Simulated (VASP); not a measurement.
A run of VASP 6.6.1 is set up as follows.

The input INCAR:

```
ALGO     = Normal         # electronic algorithm
EDIFF    = 1E-7           # SCF threshold, eV
ENCUT    = 520            # plane-wave cutoff, eV
GGA      = PE             # functional
ISIF     = 2              # what is computed and relaxed
ISMEAR   = -1             # smearing method
ISPIN    = 2              # spin polarisation
LASPH    = T              # aspherical terms in the spheres
LCHARG   = F              # write CHGCAR
LMAXMIX  = 4              # l up to which the mixer works
LORBIT   = 11             # projections on sites
LREAL    = F              # projectors in reciprocal space
LWAVE    = F              # write WAVECAR
MAGMOM   = 4 0            # initial moments
NBANDS   = 20             # bands
NELM     = 150            # most SCF steps
PREC     = Accurate       # precision mode
SIGMA    = 0.05           # smearing width, eV
```

KPOINTS

```
k-points
0
Gamma
  16 16 16
```

The input POSCAR:

```
MnO
1.0
   -0.0666600000      2.1886700000      2.1886700000
    2.1886700000     -0.0666600000      2.1886700000
    2.1886700000      2.1886700000     -0.0666600000
Mn O
1 1
Direct
    0.0000000000      0.0000000000      0.0000000000
    0.5000000000      0.5000000000      0.5000000000
```

Potentials or basis: VASP PAW PBE potentials, release 64 (Mn_pv, O).

The run is started by

```console
$ cat potpaw_PBE.64/Mn_pv/POTCAR potpaw_PBE.64/O/POTCAR > POTCAR
$ mpirun -np 1 vasp_std > vasp.out
```

Estimate the net moment.

4.76 μB per cell.

What does it give for the pressure?

0.0 GPa.

Stress tensor (GPa, compression positive):
```
0.01 1.86 1.86
1.86 0.01 1.86
1.86 1.86 0.01
```

Caveat: the cell differs from its parent crystal (equal xy, yz and zx shear strains of -3 %); a cell with one magnetic atom can't hold antiferromagnetic order, which such compounds often take.
